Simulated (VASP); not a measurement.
Here is a VASP 6.6.1 calculation.

Contents of INCAR:

```
PREC = Accurate
ENCUT = 520
EDIFF = 1E-6
ISMEAR = -1
SIGMA = 0.05
LREAL = Auto
LASPH = T
NELM = 100
ALGO = Normal
ISIF = 2
LWAVE = F
LCHARG = F
GGA = PE
IVDW = 12
NBANDS = 86
```

KPOINTS

```
Automatic mesh
0
Gamma
  2 2 1
```

File POSCAR:

```
WC
1.0
    5.8116600000      0.0000000000      0.0000000000
   -2.9058300000      5.0330450000      0.0000000000
    0.0000000000      0.0000000000     15.2564750000
W C
8 8
Direct
    0.0000000000      0.0000000000      0.0655459403
    0.0048125532      0.0123781925      0.2575562179
    0.0000003458      0.4999955295      0.0655459403
    0.0208228289      0.5186522274      0.2575693271
    0.4999948380      0.0000000000      0.0655459403
    0.5007564863      0.0176632635      0.2600731820
    0.4999951838      0.4999955295      0.0655459403
    0.5080816511      0.5195065810      0.2561994170
    0.3187373909      0.1704137356      0.1546228732
    0.3366845179      0.1805666351      0.3320819521
    0.3305198270      0.6723961340      0.1544786722
    0.3398431832      0.6900792661      0.3323769088
    0.8135179337      0.1597442503      0.1545442181
    0.8508642334      0.1909380902      0.3316755673
    0.8260410165      0.6834431244      0.1496544910
    0.8556122538      0.7050403881      0.3291520486
```

Potentials or basis: VASP PAW PBE potentials, release 64 (W_sv, C).

Launch:

```console
$ cat potpaw_PBE.64/W_sv/POTCAR potpaw_PBE.64/C/POTCAR > POTCAR
$ mpirun -np 1 vasp_std > vasp.out
```

(1) What does it give for the band gap on the k mesh?

(2) Estimate the dispersion energy per atom.

(3) Estimate the largest force.

## Answers

(1) zero (bands 72 and 73 overlap by 0.27 eV).

(2) -0.290 eV.

(3) 2.466 eV/Å.

Caveat: the k points lie up to 0.62 Å⁻¹ apart; the atoms stand as in a frame of molecular dynamics; spin-orbit coupling is left out, which moves the levels of the heavy elements.
